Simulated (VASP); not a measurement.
Wanted: the native input for a VASP 6.6.1 run.

- Task: single point
- Functional: PBE
- Dispersion: D3(BJ)
- Potentials or basis: VASP PAW PBE potentials, release 64 (Mo_sv, S)
- Cutoff: 520 eV
- k mesh: 18 × 18 × 8
- Occupations: gaussian, width 0.1 eV
- Spin: no spin polarisation
- Dipole correction: no
- Further INCAR settings: ALGO = Normal; EDIFF = 1e-06; NBANDS = 20

The structure of MoS2 lies in POSCAR:

```
MoS2
1.0
    3.1878591248      0.0000000000      0.0000000000
   -1.5939295624      2.7607669857      0.0000000000
    0.0000000000      0.0000000000      6.3348758425
Mo S
1 2
Direct
    0.0000000000      0.0000000000      0.5000000000
    0.3333333333      0.6666666667      0.2503774491
    0.6666666667      0.3333333333      0.7496225509
```

One way to write it, as run:

INCAR

```
SYSTEM = MoS2
PREC     = Accurate       ! precision mode
ENCUT    = 520            ! plane-wave cutoff, eV
EDIFF    = 1E-6           ! SCF threshold, eV
ISMEAR   = 0              ! smearing method
SIGMA    = 0.1            ! smearing width, eV
LREAL    = .False.        ! projectors in reciprocal space
LASPH    = .True.         ! aspherical terms in the spheres
NELM     = 100            ! most SCF steps
ALGO     = Normal         ! electronic algorithm
ISIF     = 2              ! what is computed and relaxed
LWAVE    = .False.        ! write WAVECAR
LCHARG   = .False.        ! write CHGCAR
GGA      = PE             ! functional
IVDW     = 12             ! dispersion correction
NBANDS   = 20             ! bands
```

KPOINTS

```
regular mesh
0
Gamma
  18 18 8
  0 0 0
```

Potentials or basis: VASP PAW PBE potentials, release 64 (Mo_sv, S).

The run is started by

```bash
$ cat potpaw_PBE.64/Mo_sv/POTCAR potpaw_PBE.64/S/POTCAR > POTCAR
$ mpirun -np 1 vasp_std > vasp.out
```

Results of the run:

* Pressure: -2.6 GPa
* Largest force: 0.011 eV/Å
* Band gap on the k mesh: zero (bands 13 and 14 overlap by 1.01 eV)
* Dispersion energy per atom: -0.408 eV

Run time: 74 s on 1 thread of Intel(R) Xeon(R) 6975P-C (Granite Rapids) (shared host), peak memory 0.38 GiB.
